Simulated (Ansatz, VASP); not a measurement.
Two plane-wave programs on Si16B

```xyz
17
Lattice="0.0000 5.4300 5.4300 5.4300 0.0000 5.4300 5.4300 5.4300 0.0000" Properties=species:S:1:pos:R:3 pbc="T T T"
Si    0.0180    0.0822   -0.0299
Si    1.4111    1.3833    1.3450
Si    2.7272    2.7828    0.0020
Si    4.0952    4.0928    1.3826
Si    2.7364    0.0248    2.7011
Si    4.0658    1.4020    4.0445
Si    5.4495    2.7626    2.7330
Si    6.7972    4.1360    4.0759
Si   -0.0771    2.6512    2.6309
Si    1.3054    4.0002    4.0388
Si    2.6674    5.4997    2.7397
Si    4.0632    6.8072    4.1114
Si    2.7121    2.7136    5.4283
Si    4.0505    4.0883    6.7620
Si    5.4183    5.4523    5.4431
Si    6.7577    6.8290    6.7786
B     9.6408    6.3019    6.9503
```

Alike in both runs: functional PBE; k mesh 2 × 2 × 2; occupations fermi-dirac, width 0.05 eV; collinear spin.

Ansatz relaxed the structure, and its values are those at the end. VASP's run is a single point on that final structure, the one shown.

|  | VASP | Ansatz |
| --- | --- | --- |
| version | VASP 6.6.1 | Ansatz 0.2.0 |
| potentials or method | VASP PAW PBE potentials, release 64 (Si, B), cutoff 520 eV | scalar-relativistic, plane waves, PAW |
| valence electrons in the cell | 67 | 67 |

VASP gave:

| Quantity | Value |
| --- | --- |
| rms of the force components (eV/Å) | 0.018 |
| net moment per atom (μB) | 0.00 |

What did Ansatz give for the same quantities?

rms of the force components (eV/Å): 0.017; net moment per atom (μB): 0.00.

With one functional, cell and mesh, what is left measures potentials, basis and numerics. Ansatz's warnings: filled band counts differ across k points, seeded moment not kept.

The k mesh is coarse, so the values compare programs but aren't converged.
